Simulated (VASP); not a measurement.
# Ca (Im-3m) in VASP: a series of runs

Runs on Ca. Level: PBE. Tasks: single point.

Program: VASP 6.6.1. These are calculated values, not measurements. Logs are shortened: lines on timing, memory, paths and dates and some standing lists are left out, and cuts for length are marked.

### 1 The cell of the first run

Symmetry: Im-3m, No. 229, cubic system. Conventional cell: a = 4.356 Å, b = 4.356 Å, c = 4.356 Å, α = 90.00°, β = 90.00°, γ = 90.00°. Ca (site symmetry m-3m) has 14 Ca at 3.77 to 4.36 Å within 5.0 Å.

This isn't the form of Ca at room conditions, which is fcc.

### 2 Single point, PBE

INCAR reads:

```
SYSTEM = Ca
ALGO     = Normal         ! electronic algorithm
EDIFF    = 1E-6           ! SCF threshold, eV
ENCUT    = 520            ! plane-wave cutoff, eV
GGA      = PE             ! functional
ISIF     = 2              ! what is computed and relaxed
ISMEAR   = -1             ! smearing method
LASPH    = .TRUE.         ! aspherical terms in the spheres
LCHARG   = .FALSE.        ! write CHGCAR
LREAL    = .FALSE.        ! projectors in reciprocal space
LWAVE    = .FALSE.        ! write WAVECAR
NBANDS   = 11             ! bands
NELM     = 100            ! most SCF steps
PREC     = Accurate       ! precision mode
SIGMA    = 0.06122561905347299 ! smearing width, eV
```

KPOINTS reads:

```
k-points
0
G
  35 35 35
  0 0 0
```

POSCAR reads:

```
Ca
1.0
   -2.1777501232      2.1777501232      2.1777501232
    2.1777501232     -2.1777501232      2.1777501232
    2.1777501232      2.1777501232     -2.1777501232
Ca
1
Direct
    0.0000000000      0.0000000000      0.0000000000
```

Potentials or basis: VASP PAW PBE potentials, release 64 (Ca_sv).

Command:

```sh
$ cat potpaw_PBE.64/Ca_sv/POTCAR > POTCAR
$ mpirun -np 1 vasp_std > vasp.out
```

OUTCAR:

```text
SYSTEM = Ca
   EDIFF = 1E-6
   ENCUT = 520
   GGA = PE
   ISIF = 2
   ISMEAR = -1
   LASPH = .TRUE.
   LREAL = .FALSE.
   NELM = 100
   PREC = Accurate

 ion  position               nearest neighbor table
   1  0.000  0.000  0.000-

  LATTYP: Found a body centered cubic cell.
 ALAT       =     4.3555002464

  Lattice vectors:

 A1 = (  -2.1777501232,   2.1777501232,   2.1777501232)
 A2 = (   2.1777501232,  -2.1777501232,   2.1777501232)
 A3 = (   2.1777501232,   2.1777501232,  -2.1777501232)

Analysis of symmetry for initial positions (statically):
=====================================================================
 Subroutine PRICEL returns:
 Original cell was already a primitive cell.

 Routine SETGRP: Setting up the symmetry group for a
 body centered cubic supercell.

 Subroutine GETGRP returns: Found 48 space group operations
 (whereof 48 operations were pure point group operations)
 out of a pool of 48 trial point group operations.

The static configuration has the point symmetry O_h .

Analysis of symmetry for dynamics (positions and initial velocities):
=====================================================================
 Subroutine PRICEL returns:
 Original cell was already a primitive cell.

 Routine SETGRP: Setting up the symmetry group for a
 body centered cubic supercell.

 Subroutine GETGRP returns: Found 48 space group operations
 (whereof 48 operations were pure point group operations)
 out of a pool of 48 trial point group operations.

The dynamic configuration has the point symmetry O_h .

 Subroutine INISYM returns: Found 48 space group operations
 (whereof 48 operations are pure point group operations),
 and found     1 'primitive' translations

----------------------------------------------------------------------------------------

                                     Primitive cell

  volume of cell :      41.3128

  direct lattice vectors                    reciprocal lattice vectors
    -2.177750123  2.177750123  2.177750123     0.000000000  0.229594752  0.229594752
     2.177750123 -2.177750123  2.177750123     0.229594752  0.000000000  0.229594752
     2.177750123  2.177750123 -2.177750123     0.229594752  0.229594752  0.000000000

  length of vectors
     3.771973860  3.771973860  3.771973860     0.324696012  0.324696012  0.324696012

  position of ions in fractional coordinates (direct lattice)
     0.000000000  0.000000000  0.000000000

  ion indices of the primitive-cell ions
   primitive index   ion index
                 1           1

----------------------------------------------------------------------------------------

 KPOINTS: k-points

Automatic generation of k-mesh.
 Grid dimensions read from file:
 generate k-points for:   35   35   35

 Generating k-lattice:

  Cartesian coordinates                     Fractional coordinates (reciprocal lattice)
     0.000000000  0.006559850  0.006559850     0.028571429  0.000000000  0.000000000
     0.006559850  0.000000000  0.006559850     0.000000000  0.028571429  0.000000000
     0.006559850  0.006559850  0.000000000     0.000000000  0.000000000  0.028571429

  Length of vectors
     0.009277029  0.009277029  0.009277029

  Shift w.r.t. Gamma in fractional coordinates (k-lattice)
     0.000000000  0.000000000  0.000000000

 Subroutine IBZKPT returns following result:
 ===========================================

 Found   1140 irreducible k-points:

 Following reciprocal coordinates:
            Coordinates               Weight
  0.000000  0.000000  0.000000      1.000000
  0.028571  0.000000  0.000000     12.000000
  0.057143  0.000000  0.000000     12.000000
  0.085714  0.000000  0.000000     12.000000
  0.114286  0.000000  0.000000     12.000000
  0.142857  0.000000  0.000000     12.000000
[... 16 lines left out ...]
  0.142857  0.028571  0.000000     48.000000
  0.171429  0.028571 -0.000000     48.000000
 [... further k-points ...]
   k-points           NKPTS =   1140   k-points in BZ     NKDIM =   1140   number of bands    NBANDS=     11
   number of dos      NEDOS =    301   number of ions     NIONS =      1
   total plane-waves  NPLWV =  21952
   dimension x,y,z NGX =    28 NGY =   28 NGZ =   28
   dimension x,y,z NGXF=    56 NGYF=   56 NGZF=   56
   ions per type =               1
   NGX,Y,Z   is equivalent  to a cutoff of  12.34, 12.34, 12.34 a.u.
   NGXF,Y,Z  is equivalent  to a cutoff of  24.68, 24.68, 24.68 a.u.
 SYSTEM =  Ca
   PREC   = accura    normal or accurate (medium, high low for compatibility)
   ISTART =      0    job   : 0-new  1-cont  2-samecut
   ICHARG =      2    charge: 1-file 2-atom 10-const
   ISPIN  =      1    spin polarized calculation?
   LNONCOLLINEAR =      F non collinear calculations
   LSORBIT =      F    spin-orbit coupling
   LASPH  =      T    aspherical Exc in radial PAW
   ENCUT  =  520.0 eV  38.22 Ry    6.18 a.u.   7.01  7.01  7.01*2*pi/ulx,y,z
   NELM   =    100;   NELMIN=  2; NELMDL= -5     # of ELM steps
   EDIFF  = 0.1E-05   stopping-criterion for ELM
   LREAL  =      F    real-space projection
   EDIFFG = 0.1E-04   stopping-criterion for IOM
   NSW    =      0    number of steps for IOM
   IBRION =     -1    ionic relax: 0-MD 1-quasi-New 2-CG
   NFREE  =      0    steps in history (QN), initial steepest desc. (CG)
   ISIF   =      2    stress and relaxation
   ISYM   =      2    0-nonsym 1-usesym 2-fastsym
   POTIM  = 0.5000    time-step for ionic-motion
   TEBEG  =    0.0;   TEEND  =   0.0 temperature during run
   PSTRESS=    0.0 pullay stress
   NELECT =      10.0000    total number of electrons
   NUPDOWN=      -1.0000    fix difference up-down
   EMIN   =  10.00;   EMAX   =-10.00  energy-range for DOS
   EFERMI =   0.00;   METHOD = LEGACY
   ISMEAR =    -1;   SIGMA  =   0.06  broadening in eV -4-tet -1-fermi 0-gaus
   EFERMI_NEDOS =   21; number of points for ismear=-14 and -15
   IALGO  =     38    algorithm
   IMIX   =      4    mixing-type and parameters
     AMIX     =   0.40;   BMIX     =  1.00
     AMIX_MAG =   1.60;   BMIX_MAG =  1.00
  volume/ion in A,a.u.               =      41.31       278.79
  Fermi-wavevector in a.u.,A,eV,Ry     =   1.020266  1.928023 14.162888  1.040943
  Thomas-Fermi vector in A             =   2.153826
   LORBIT       =      0    0 simple, 1 ext, 2 COOP (PROOUT), +10 PAW based schemes
   GGA     = PE    functional components
   LHFCALC =     F    Hartree Fock is set to
   AEXX    =    0.0000 exact exchange contribution
   IVDW    =     0    specifies the selected vdW correction
   LEPSILON=     F    determine dielectric tensor
   LRPA    =     F    only Hartree local field effects (RPA)
 non-spin polarized calculation
  energy-cutoff  :      520.00
  volume of cell :       41.31
 maximum number of plane-waves:      1144
   NGX = 13   NGY = 13   NGZ = 13

 number of electron      10.0000004 magnetization

 Free energy of the ion-electron system (eV)
  ---------------------------------------------------
  ext. energy  EPLUGINS =         0.00000000
  ---------------------------------------------------
  free energy    TOTEN  =        -1.92169969 eV

  energy without entropy =       -1.90180754  energy(sigma->0) =       -1.91175361

 E-fermi :   2.1003     XC(G=0):  -7.8000

 val. band max:        2.0995405128   @ k =  -0.4000  -0.4571   0.2571
 cond. band min:       2.1006932963   @ k =  -0.4857   0.4857   0.1429
 fundamental gap:      0.0011527835
 Fermi energy:         2.1003128463

 k-point     1 :       0.0000    0.0000    0.0000
  band No.  band energies     occupation
      1     -39.9115      2.00000
      2     -20.8244      2.00000
      3     -20.8244      2.00000
      4     -20.8244      2.00000
      5      -2.0135      2.00000
      6       4.4224      0.00000
      7       4.4224      0.00000
      8       4.4224      0.00000
      9       5.4994      0.00000
     10       5.4994      0.00000
     11      12.4022      0.00000

 k-point     2 :       0.0286    0.0000    0.0000
  band No.  band energies     occupation
      1     -39.9113      2.00000
      2     -20.8257      2.00000
      3     -20.8248      2.00000
      4     -20.8244      2.00000
      5      -1.9984      2.00000
      6       4.4126      0.00000
      7       4.4174      0.00000
      8       4.4339      0.00000
      9       5.4865      0.00000
     10       5.4996      0.00000
     11      12.3952      0.00000

 k-point     3 :       0.0571    0.0000    0.0000
  band No.  band energies     occupation
      1     -39.9109      2.00000
      2     -20.8294      2.00000
      3     -20.8260      2.00000
      4     -20.8244      2.00000
      5      -1.9531      2.00000
      6       4.3838      0.00000
      7       4.4007      0.00000
      8       4.4683      0.00000
      9       5.4510      0.00000
     10       5.5002      0.00000
     11      12.3466      0.00000

 k-point     4 :       0.0857    0.0000    0.0000
  band No.  band energies     occupation
      1     -39.9103      2.00000
      2     -20.8354      2.00000
      3     -20.8280      2.00000
      4     -20.8244      2.00000
      5      -1.8782      2.00000
      6       4.3377      0.00000
      7       4.3677      0.00000
      8       4.5252      0.00000
      9       5.4013      0.00000
     10       5.5018      0.00000
     11      12.2464      0.00000
[... 239 lines left out ...]
 k-point    22 :       0.1143    0.0286   -0.0000
  band No.  band energies     occupation
      1     -39.9088      2.00000
      2     -20.8492      2.00000
      3     -20.8320      2.00000
      4     -20.8249      2.00000
      5      -1.7004      2.00000
      6       4.2376      0.00000
      7       4.2641      0.00000
      8       4.6615      0.00000
      9       5.3160      0.00000
     10       5.5139      0.00000
     11      11.9281      0.00000

 k-point    23 :       0.1429    0.0286    0.0000
  band No.  band energies     occupation
      1     -39.9077      2.00000
      2     -20.8599      2.00000
      3     -20.8357      2.00000
      4     -20.8249      2.00000
      5      -1.5545      2.00000
      6       4.1594      0.00000
      7       4.1644      0.00000
      8       4.7719      0.00000
      9       5.2821      0.00000
     10       5.5232      0.00000
     11      11.5910      0.00000

 k-point    24 :       0.1714    0.0286   -0.0000
  band No.  band energies     occupation
      1     -39.9064      2.00000
      2     -20.8719      2.00000
      3     -20.8397      2.00000
      4     -20.8249      2.00000
      5      -1.3824      2.00000
      6       4.0343      0.00000
      7       4.0746      0.00000
      8       4.9019      0.00000
      9       5.2682      0.00000
     10       5.5359      0.00000
     11      11.1686      0.00000

 [... further k-points ...]

------------------------ aborting loop because EDIFF is reached ----------------------------------------

  FORCE on cell =-STRESS in cart. coord.  units (eV):
  Direction    XX          YY          ZZ          XY          YZ          ZX
  --------------------------------------------------------------------------------------
  -------------------------------------------------------------------------------------
  Total        0.0925145      0.0925145      0.0925145     -0.0000000      0.0000000      0.0000000
  in kB        3.5878647      3.5878647      3.5878647     -0.0000000      0.0000000      0.0000000
  external PRESSURE =       3.5878647 kB  Pullay stress =       0.0000000 kB

 VOLUME and BASIS-vectors are now :
 -----------------------------------------------------------------------------
  energy-cutoff  :      520.00
  volume of cell :       41.31
      direct lattice vectors                 reciprocal lattice vectors
    -2.177750123  2.177750123  2.177750123     0.000000000  0.229594752  0.229594752
     2.177750123 -2.177750123  2.177750123     0.229594752  0.000000000  0.229594752
     2.177750123  2.177750123 -2.177750123     0.229594752  0.229594752  0.000000000

 POSITION                                       TOTAL-FORCE (eV/Angst)
 -----------------------------------------------------------------------------------
      0.00000      0.00000      0.00000         0.000000      0.000000      0.000000
 -----------------------------------------------------------------------------------
    total drift:                                0.000000     -0.000000     -0.000000

  FREE ENERGIE OF THE ION-ELECTRON SYSTEM (eV)
  ---------------------------------------------------
  free  energy   TOTEN  =        -1.9216996864 eV

  energy  without entropy=       -1.9018075429  energy(sigma->0) =       -1.91175361
```

It took 3.5 min on 1 thread of Intel Xeon Platinum 8488C (Sapphire Rapids), shared host; peak memory 0.59 GiB.

Results:

```
Free energy            : -1.9217 eV
Pressure               : 0.4 GPa
Band gap on the k mesh : zero (bands 5 and 6 overlap by 0.34 eV)
```

### 3 Single point, PBE

This run uses another cell than the first one, of 42.16 Å³/atom.

INCAR reads:

```
  ALGO = Normal
  EDIFF = 1E-7
  ENCUT = 520
  GGA = PE
  ISIF = 2
  ISMEAR = -1
  LASPH = T
  LCHARG = F
  LREAL = F
  LWAVE = F
  NBANDS = 11
  NELM = 60
  PREC = Accurate
  SIGMA = 0.06122561905347299
```

KPOINTS reads:

```
k-points
0
Gamma
  35 35 35
```

POSCAR reads:

```
Ca
1.0
   -2.1924650974      2.1924650974      2.1924650974
    2.1924650974     -2.1924650974      2.1924650974
    2.1924650974      2.1924650974     -2.1924650974
Ca
1
Direct
    0.0000000000      0.0000000000      0.0000000000
```

Potentials or basis: VASP PAW PBE potentials, release 64 (Ca_sv).

Command:

```sh
$ cat potpaw_PBE.64/Ca_sv/POTCAR > POTCAR
$ mpirun -np 1 vasp_std > vasp.out
```

OUTCAR:

```text
EDIFF = 1E-7
   ENCUT = 520
   GGA = PE
   ISIF = 2
   ISMEAR = -1
   LASPH = T
   LREAL = F
   NELM = 60
   PREC = Accurate

 ion  position               nearest neighbor table
   1  0.000  0.000  0.000-

  LATTYP: Found a body centered cubic cell.
 ALAT       =     4.3849301948

  Lattice vectors:

 A1 = (  -2.1924650974,   2.1924650974,   2.1924650974)
 A2 = (   2.1924650974,  -2.1924650974,   2.1924650974)
[... 513 lines left out ...]
     10       5.4017      0.00000
     11      10.9392      0.00000

 [... further k-points ...]

------------------------ aborting loop because EDIFF is reached ----------------------------------------

  FORCE on cell =-STRESS in cart. coord.  units (eV):
  Direction    XX          YY          ZZ          XY          YZ          ZX
  --------------------------------------------------------------------------------------
  -------------------------------------------------------------------------------------
  Total        0.0015451      0.0015451      0.0015451      0.0000000      0.0000000     -0.0000000
  in kB        0.0587247      0.0587247      0.0587247      0.0000000      0.0000000     -0.0000000
  external PRESSURE =       0.0587247 kB  Pullay stress =       0.0000000 kB

 VOLUME and BASIS-vectors are now :
 -----------------------------------------------------------------------------
  energy-cutoff  :      520.00
  volume of cell :       42.16
      direct lattice vectors                 reciprocal lattice vectors
    -2.192465097  2.192465097  2.192465097     0.000000000  0.228053801  0.228053801
     2.192465097 -2.192465097  2.192465097     0.228053801  0.000000000  0.228053801
     2.192465097  2.192465097 -2.192465097     0.228053801  0.228053801  0.000000000

 POSITION                                       TOTAL-FORCE (eV/Angst)
 -----------------------------------------------------------------------------------
      0.00000      0.00000      0.00000        -0.000000      0.000000      0.000000
 -----------------------------------------------------------------------------------
    total drift:                               -0.000000     -0.000000     -0.000000

  FREE ENERGIE OF THE ION-ELECTRON SYSTEM (eV)
  ---------------------------------------------------
  free  energy   TOTEN  =        -1.9227663306 eV

  energy  without entropy=       -1.9027532364  energy(sigma->0) =       -1.91275978
```

It took 4.3 min on 1 thread of Intel Xeon Platinum 8488C (Sapphire Rapids), shared host; peak memory 0.59 GiB.

What came out:

```
Free energy            : -1.9228 eV
Pressure               : 0.0 GPa
Band gap on the k mesh : zero (bands 5 and 6 overlap by 0.35 eV)
```
